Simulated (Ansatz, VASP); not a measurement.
Two plane-wave programs on Ge

```
CELL_PARAMETERS angstrom
3.99697 0.00000 0.00000
-1.99848 3.46148 0.00000
0.00000 0.00000 29.02271
ATOMIC_POSITIONS crystal
Ge 0.66667 0.33333 0.25723
Ge 0.33333 0.66667 0.28528
Ge 0.33333 0.66667 0.37130
Ge 0.66667 0.33333 0.40034
Ge 0.66667 0.33333 0.48527
Ge 0.33333 0.66667 0.51473
Ge 0.33333 0.66667 0.59966
Ge 0.66667 0.33333 0.62870
Ge 0.66667 0.33333 0.71472
Ge 0.33333 0.66667 0.74277
```

Alike in both runs: functional PBEsol; k mesh 9 × 9 × 1; occupations gaussian, width 0.1 eV; no spin polarisation.

Ansatz relaxed the structure, and its values are those at the end. VASP's run is a single point on that final structure, the one shown.

```csv
,VASP,Ansatz
version,VASP 6.6.1,Ansatz 0.2.0
potentials or method,"VASP PAW PBE potentials, release 64 (Ge_d), cutoff 520 eV","scalar-relativistic, plane waves, PAW"
valence electrons in the cell,140,140
```

VASP gave:

| Item | Value |
| --- | --- |
| gap on the k mesh at the Fermi level (eV) | none |
| rms of the force components (eV/Å) | 0.008 |

Task: What did Ansatz give for the same quantities?

Result: gap on the k mesh at the Fermi level (eV): none; rms of the force components (eV/Å): 0.006.

VASP's potentials were made for PBE, not for PBEsol. A gap of «none» marks a metal or a gap that the smearing closes.
